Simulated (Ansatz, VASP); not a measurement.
# One calculation of Nb, two programs

The input INCAR:

```
SYSTEM = Nb
PREC     = Accurate       ! precision mode
ENCUT    = 520            ! plane-wave cutoff, eV
EDIFF    = 1E-8           ! SCF threshold, eV
ISMEAR   = -1             ! smearing method
SIGMA    = 0.08           ! smearing width, eV
LREAL    = .False.        ! projectors in reciprocal space
LASPH    = .True.         ! aspherical terms in the spheres
NELM     = 100            ! most SCF steps
ALGO     = Normal         ! electronic algorithm
ISIF     = 2              ! what is computed and relaxed
LWAVE    = .False.        ! write WAVECAR
LCHARG   = .False.        ! write CHGCAR
GGA      = PE             ! functional
LEFG     = .True.       
NBANDS   = 20             ! bands
```

KPOINTS

```
regular mesh
0
Gamma
  11 11 11
  0 0 0
```

The input POSCAR:

```
Nb
1.0
    0.0000000000      2.9563226422      2.9563226422
    2.9563226422      0.0000000000      2.9563226422
    2.9563226422      2.9563226422      0.0000000000
Nb
2
Direct
    0.0000000000      0.0000000000      0.0000000000
    0.2500000000      0.2500000000      0.2500000000
```

Input for Ansatz:

```yaml
crystal:
  lattice:
    - [0.0, 2.9563226422, 2.9563226422]
    - [2.9563226422, 0.0, 2.9563226422]
    - [2.9563226422, 2.9563226422, 0.0]
  atoms:
    - { symbol: Nb, position: [0.0, 0.0, 0.0] }
    - { symbol: Nb, position: [0.25, 0.25, 0.25] }
kpoints:
  mp_grid: { grid: [11, 11, 11] }
  band_path:
    path:
      - [0.0, 0.0, 0.0]
      - [0.5, 0.0, 0.5]
      - [0.625, 0.25, 0.625]
      - [0.375, 0.375, 0.75]
      - [0.0, 0.0, 0.0]
      - [0.5, 0.5, 0.5]
      - [0.5, 0.25, 0.75]
      - [0.5, 0.0, 0.5]
    npoints: 8
scf:
  occupations: { method: fermi_dirac, width: 0.08 }
hamiltonian:
  xc: pbe
  pseudopotentials: { kind: all_electron, datasets: crystal }
output:
  forces: true
  stress: true
  eigenvalues: true
  efg: { contact_densities: true }
```

Alike in both runs: task electric field gradients; functional PBE; k mesh 11 × 11 × 11; occupations fermi-dirac, width 0.08 eV; no spin polarisation.

|  | VASP | Ansatz |
| --- | --- | --- |
| version | VASP 6.6.1 | Ansatz 0.2.0 |
| potentials or method | VASP PAW PBE potentials, release 64 (Nb_sv), cutoff 520 eV | all-electron PAW with datasets made for the crystal, scalar-relativistic |

```csv
,VASP,Ansatz,Ansatz less VASP
pressure (GPa),0.0,0.0,+0.02
```

Ansatz ran all-electron here, and VASP with PAW potentials.
